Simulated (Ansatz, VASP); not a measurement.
# One calculation of Si, two programs

The input INCAR:

```
SYSTEM = Si
PREC = Accurate ; ENCUT = 520
EDIFF = 1E-6 ; ISMEAR = 0
SIGMA = 0.1 ; LREAL = .FALSE.
LASPH = .TRUE. ; NELM = 80
ALGO = Normal ; ISIF = 2
LWAVE = .FALSE. ; LCHARG = .FALSE.
GGA = PS ; NBANDS = 16
```

Contents of KPOINTS:

```
regular mesh
0
G
  10 10 10
  0 0 0
```

Contents of POSCAR:

```
Si
1.0
   -0.0150639249      2.7377205433      4.7774882314
    2.4910155546     -0.0014783112      4.7704766021
    2.4794804948      2.7149761767      0.0051707058
Si
4
Direct
    0.7382300880      0.2881006437      0.6788765828
    0.2362131749      0.6803903811      0.3603235322
    0.7871173359      0.8060960000      0.1910058893
    0.2384414654      0.2254109110      0.7697919315
```

Input for Ansatz:

```yaml
crystal:
  lattice:
    - [-0.0150639249, 2.7377205433, 4.7774882314]
    - [2.4910155546, -0.0014783112, 4.7704766021]
    - [2.4794804948, 2.7149761767, 0.0051707058]
  atoms:
    - { symbol: Si, position: [0.738230088, 0.2881006437, 0.6788765828] }
    - { symbol: Si, position: [0.2362131749, 0.6803903811, 0.3603235322] }
    - { symbol: Si, position: [0.7871173359, 0.806096, 0.1910058893] }
    - { symbol: Si, position: [0.2384414654, 0.225410911, 0.7697919315] }
basis:
  ecutwfc: 420
kpoints:
  mp_grid: { grid: [10, 10, 10] }
hamiltonian:
  xc: pbesol
scf:
  occupations: { method: gaussian, width: 0.1 }
output:
  forces: true
  stress: true
  eigenvalues: true
```

Change from the starting cell: all atoms moved at random, cell strained at random.

Alike in both runs: task single point; functional PBEsol; k mesh 10 × 10 × 10; occupations gaussian, width 0.1 eV; no spin polarisation.

|  | VASP | Ansatz |
| --- | --- | --- |
| version | VASP 6.6.1 | Ansatz 0.2.0 |
| potentials or method | VASP PAW PBE potentials, release 64 (Si), cutoff 520 eV | scalar-relativistic, plane waves, PAW |
| valence electrons in the cell | 16 | 16 |

Ansatz gave:

| Quantity | Value |
| --- | --- |
| gap on the k mesh at the Fermi level (eV) | none |
| pressure (GPa) | -2.1 |
| traceless stress, the component that is largest in VASP (GPa) | -4.43 |
| rms of the force components (eV/Å) | 0.782 |

Q: Estimate VASP's values.

A: gap on the k mesh at the Fermi level (eV): none; pressure (GPa): -2.0; traceless stress, the component that is largest in VASP (GPa): -4.44; rms of the force components (eV/Å): 0.785.

VASP's potentials were made for PBE, not for PBEsol. Atom by atom the forces differ by 0.004 eV/Å (rms over components). A gap of «none» marks a metal or a gap that the smearing closes.
